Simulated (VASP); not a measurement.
# Sr3Ca5Pb8 (P4/mmm) in VASP: single point with PBEsol

Aim: the single point of Sr3Ca5Pb8 with PBEsol.

Program: VASP 6.6.1. These are calculated values, not measurements. Logs are shortened: lines on timing, memory, paths and dates and some standing lists are left out, and cuts for length are marked.

## (1) The cell of the first run

It takes space group P4/mmm (No. 123, tetragonal). The conventional cell has a = 7.133 Å, b = 7.133 Å, c = 9.255 Å, α = 90.00°, β = 90.00°, γ = 90.00°. Pb (site symmetry m) has 5 Ca at 3.42 Å and 3 Sr at 3.42 Å and 6 Pb at 3.57 to 4.63 Å within 4.7 Å. Ca (site symmetry mmm) has 8 Pb at 3.42 Å and 4 Ca at 3.57 to 4.63 Å and 2 Sr at 3.57 Å within 4.7 Å. Within 4.7 Å of Ca (site symmetry mmm) lie 8 Pb at 3.42 Å and 4 Sr at 3.57 Å and 2 Ca at 4.63 Å. Within 4.7 Å of Ca (site symmetry 4/mmm) lie 8 Pb at 3.42 Å and 4 Ca at 3.57 Å and 2 Sr at 4.63 Å. Sr (site symmetry 4/mmm) has 8 Pb at 3.42 Å and 4 Ca at 3.57 Å and 2 Sr at 4.63 Å within 4.7 Å. Within 4.7 Å of Sr (site symmetry 4/mmm) lie 8 Pb at 3.42 Å and 4 Ca at 3.57 Å and 2 Sr at 4.63 Å. Within 4.7 Å of Sr (site symmetry 4/mmm) lie 8 Pb at 3.42 Å and 6 Ca at 3.57 to 4.63 Å.

## (2) Single point, PBEsol

File INCAR:

```
PREC = Accurate
ENCUT = 520
EDIFF = 1E-7
ISMEAR = 1
SIGMA = 0.1
LREAL = Auto
LASPH = True
NELM = 100
ALGO = Normal
ISIF = 2
LWAVE = False
LCHARG = True
GGA = PS
LELF = True
LVHAR = True
NBANDS = 110
```

File KPOINTS:

```
Automatic mesh
0
Gamma
  3 3 2
```

File POSCAR:

```
Sr3Ca5Pb8
1.0
    7.1332720000      0.0000000000      0.0000000000
    0.0000000000      7.1332720000      0.0000000000
    0.0000000000      0.0000000000      9.2550240000
Pb Ca Sr
8 5 3
Direct
    0.2500000000      0.2500000000      0.2500000000
    0.2500000000      0.2500000000      0.7500000000
    0.2500000000      0.7500000000      0.2500000000
    0.2500000000      0.7500000000      0.7500000000
    0.7500000000      0.2500000000      0.2500000000
    0.7500000000      0.2500000000      0.7500000000
    0.7500000000      0.7500000000      0.2500000000
    0.7500000000      0.7500000000      0.7500000000
    0.0000000000      0.0000000000      0.0000000000
    0.0000000000      0.0000000000      0.5000000000
    0.5000000000      0.0000000000      0.0000000000
    0.5000000000      0.5000000000      0.0000000000
    0.5000000000      0.5000000000      0.5000000000
    0.0000000000      0.5000000000      0.0000000000
    0.0000000000      0.5000000000      0.5000000000
    0.5000000000      0.0000000000      0.5000000000
```

Potentials or basis: VASP PAW PBE potentials, release 64 (Pb_d, Ca_sv, Sr_sv).

On the command line:

```bash
cat potpaw_PBE.64/Pb_d/POTCAR potpaw_PBE.64/Ca_sv/POTCAR potpaw_PBE.64/Sr_sv/POTCAR > POTCAR
mpirun -np 1 vasp_std > vasp.out
```

OUTCAR:

```text
PREC = Accurate
   ENCUT = 520
   EDIFF = 1E-7
   ISMEAR = 1
   LREAL = Auto
   LASPH = True
   NELM = 100
   ISIF = 2
   GGA = PS

 ion  position               nearest neighbor table
   1  0.250  0.250  0.250-   9 3.42  10 3.42  11 3.42  12 3.42  13 3.42  14 3.42  15 3.42  16 3.42
                             3 3.57   5 3.57   3 3.57   5 3.57
   2  0.250  0.250  0.750-   9 3.42  10 3.42  11 3.42  12 3.42  13 3.42  14 3.42  15 3.42  16 3.42
                             4 3.57   6 3.57   4 3.57   6 3.57
   3  0.250  0.750  0.250-   9 3.42  10 3.42  11 3.42  12 3.42  13 3.42  14 3.42  15 3.42  16 3.42
                             1 3.57   7 3.57   1 3.57   7 3.57
   4  0.250  0.750  0.750-   9 3.42  10 3.42  11 3.42  12 3.42  13 3.42  14 3.42  15 3.42  16 3.42
                             2 3.57   8 3.57   2 3.57   8 3.57
   5  0.750  0.250  0.250-   9 3.42  10 3.42  11 3.42  12 3.42  13 3.42  14 3.42  15 3.42  16 3.42
                             1 3.57   7 3.57   7 3.57   1 3.57
   6  0.750  0.250  0.750-   9 3.42  10 3.42  11 3.42  12 3.42  13 3.42  14 3.42  15 3.42  16 3.42
                             2 3.57   8 3.57   8 3.57   2 3.57
   7  0.750  0.750  0.250-   9 3.42  10 3.42  11 3.42  12 3.42  13 3.42  14 3.42  15 3.42  16 3.42
                             3 3.57   5 3.57   5 3.57   3 3.57
   8  0.750  0.750  0.750-   9 3.42  10 3.42  11 3.42  12 3.42  13 3.42  14 3.42  15 3.42  16 3.42
                             4 3.57   6 3.57   6 3.57   4 3.57
   9  0.000  0.000  0.000-   1 3.42   2 3.42   3 3.42   4 3.42   5 3.42   6 3.42   7 3.42   8 3.42
[... 5 lines left out ...]
  12  0.500  0.500  0.000-   1 3.42   2 3.42   3 3.42   4 3.42   5 3.42   6 3.42   7 3.42   8 3.42
                            14 3.57  14 3.57
  13  0.500  0.500  0.500-   1 3.42   2 3.42   3 3.42   4 3.42   5 3.42   6 3.42   7 3.42   8 3.42
                            15 3.57  16 3.57  16 3.57  15 3.57
  14  0.000  0.500  0.000-   1 3.42   2 3.42   3 3.42   4 3.42   5 3.42   6 3.42   7 3.42   8 3.42
                             9 3.57  12 3.57   9 3.57  12 3.57  15 4.63  15 4.63
  15  0.000  0.500  0.500-   1 3.42   2 3.42   3 3.42   4 3.42   5 3.42   6 3.42   7 3.42   8 3.42
                            10 3.57  13 3.57  10 3.57  13 3.57  14 4.63  14 4.63  16 5.04  16 5.04
  16  0.500  0.000  0.500-   1 3.42   2 3.42   3 3.42   4 3.42   5 3.42   6 3.42   7 3.42   8 3.42
                            10 3.57  13 3.57  13 3.57  10 3.57  15 5.04  15 5.04  15 5.04  15 5.04

  LATTYP: Found a simple tetragonal cell.
 ALAT       =     7.1332720000
 C/A-ratio  =     1.2974444266

  Lattice vectors:

 A1 = (   7.1332720000,   0.0000000000,   0.0000000000)
 A2 = (   0.0000000000,   7.1332720000,   0.0000000000)
 A3 = (   0.0000000000,   0.0000000000,   9.2550240000)

Analysis of symmetry for initial positions (statically):
=====================================================================
 Subroutine PRICEL returns:
 Original cell was already a primitive cell.

 Routine SETGRP: Setting up the symmetry group for a
 simple tetragonal supercell.

 Subroutine GETGRP returns: Found 16 space group operations
 (whereof  8 operations were pure point group operations)
 out of a pool of 16 trial point group operations.

[... 144 lines left out ...]
     AMIX     =   0.40;   BMIX     =  1.00
     AMIX_MAG =   1.60;   BMIX_MAG =  1.00
  volume/ion in A,a.u.               =      29.43       198.62
  Fermi-wavevector in a.u.,A,eV,Ry     =   1.213920  2.293977 20.049582  1.473603
  Thomas-Fermi vector in A             =   2.349357
   LORBIT       =      0    0 simple, 1 ext, 2 COOP (PROOUT), +10 PAW based schemes
   GGA     = PS    functional components
   LHFCALC =     F    Hartree Fock is set to
   AEXX    =    0.0000 exact exchange contribution
   IVDW    =     0    specifies the selected vdW correction
   LEPSILON=     F    determine dielectric tensor
   LRPA    =     F    only Hartree local field effects (RPA)
 non-spin polarized calculation
 Methfessel and Paxton  Order N= 1 SIGMA  =   0.10
  energy-cutoff  :      520.00
  volume of cell :      470.93
 maximum number of plane-waves:     12755
 NGX is ok and might be reduce to    54
   NGX = 27   NGY = 27   NGZ = 35

 number of electron     191.9999978 magnetization

 Free energy of the ion-electron system (eV)
  ---------------------------------------------------
  ext. energy  EPLUGINS =         0.00000000
  ---------------------------------------------------
  free energy    TOTEN  =       -56.99336883 eV

  energy without entropy =      -56.99002929  energy(sigma->0) =      -56.99225565

 E-fermi :   5.6586     XC(G=0):  -9.8441

 val. band max:        5.5058816060   @ k =   0.0000   0.0000   0.0000
 cond. band min:       5.6612789176   @ k =   0.3333   0.3333   0.0000
 fundamental gap:      0.1553973116
 Fermi energy:         5.6585963301

 k-point     1 :       0.0000    0.0000    0.0000
  band No.  band energies     occupation
      1     -35.9143      2.00000
      2     -35.9139      2.00000
      3     -35.9028      2.00000
      4     -35.9012      2.00000
      5     -35.8078      2.00000
      6     -30.0599      2.00000
[... 655 lines left out ...]
    107       7.2986     -0.00000
    108       7.3728     -0.00000
 [bands above 108 left out]

------------------------ aborting loop because EDIFF is reached ----------------------------------------

  FORCE on cell =-STRESS in cart. coord.  units (eV):
  Direction    XX          YY          ZZ          XY          YZ          ZX
  --------------------------------------------------------------------------------------
  -------------------------------------------------------------------------------------
  Total        2.1847354      2.1847354      5.9890976      0.0000000      0.0000000      0.0000000
  in kB        7.4328320      7.4328320     20.3759025      0.0000000      0.0000000      0.0000000
  external PRESSURE =      11.7471888 kB  Pullay stress =       0.0000000 kB

 VOLUME and BASIS-vectors are now :
 -----------------------------------------------------------------------------
  energy-cutoff  :      520.00
  volume of cell :      470.93
      direct lattice vectors                 reciprocal lattice vectors
     7.133272000  0.000000000  0.000000000     0.140188121  0.000000000  0.000000000
     0.000000000  7.133272000  0.000000000     0.000000000  0.140188121  0.000000000
     0.000000000  0.000000000  9.255024000     0.000000000  0.000000000  0.108049423

 POSITION                                       TOTAL-FORCE (eV/Angst)
 -----------------------------------------------------------------------------------
      1.78332      1.78332      2.31376         0.090180     -0.090180     -0.108512
      1.78332      1.78332      6.94127         0.090180     -0.090180      0.108512
      1.78332      5.34995      2.31376         0.090180      0.090180     -0.108512
      1.78332      5.34995      6.94127         0.090180      0.090180      0.108512
      5.34995      1.78332      2.31376        -0.090180     -0.090180     -0.108512
      5.34995      1.78332      6.94127        -0.090180     -0.090180      0.108512
[... 8 lines left out ...]
      0.00000      3.56664      4.62751        -0.000000      0.000000      0.000000
      3.56664      0.00000      4.62751        -0.000000      0.000000      0.000000
 -----------------------------------------------------------------------------------
    total drift:                                0.000000      0.000000     -0.000000

  FREE ENERGIE OF THE ION-ELECTRON SYSTEM (eV)
  ---------------------------------------------------
  free  energy   TOTEN  =       -56.9933688282 eV

  energy  without entropy=      -56.9900292892  energy(sigma->0) =      -56.99225565
```

Run time: 4.9 min. Hardware: 1 thread of Intel Xeon 6975P-C (Granite Rapids), shared host; peak memory 0.57 GiB.

What came out:

```yaml
Free_energy: -56.9934 eV
Pressure: 1.2 GPa
Largest_force: 0.167 eV/Å
Band_gap_on_the_k_mesh: zero (bands 96 and 97 overlap by 0.16 eV)
```

Forces in eV/Å, atoms in the order of the input:
```
Pb   0.090 -0.090 -0.109
Pb   0.090 -0.090  0.109
Pb   0.090  0.090 -0.109
Pb   0.090  0.090  0.109
Pb  -0.090 -0.090 -0.109
Pb  -0.090 -0.090  0.109
Pb  -0.090  0.090 -0.109
Pb  -0.090  0.090  0.109
Ca   0.000  0.000  0.000
Ca   0.000  0.000  0.000
Ca   0.000  0.000  0.000
Ca   0.000  0.000  0.000
Ca   0.000  0.000  0.000
Sr   0.000  0.000  0.000
Sr   0.000  0.000  0.000
Sr   0.000  0.000  0.000
```

Stress tensor (GPa, compression positive):
```
0.74 0.00 0.00
0.00 0.74 0.00
0.00 0.00 2.04
```

Caveat: the PAW data sets were made with another functional, which shifts forces and pressure a little; spin-orbit coupling is left out, which moves the levels of the heavy elements.

The gap in the log of VASP goes by the Fermi energy; the results here count the filled bands.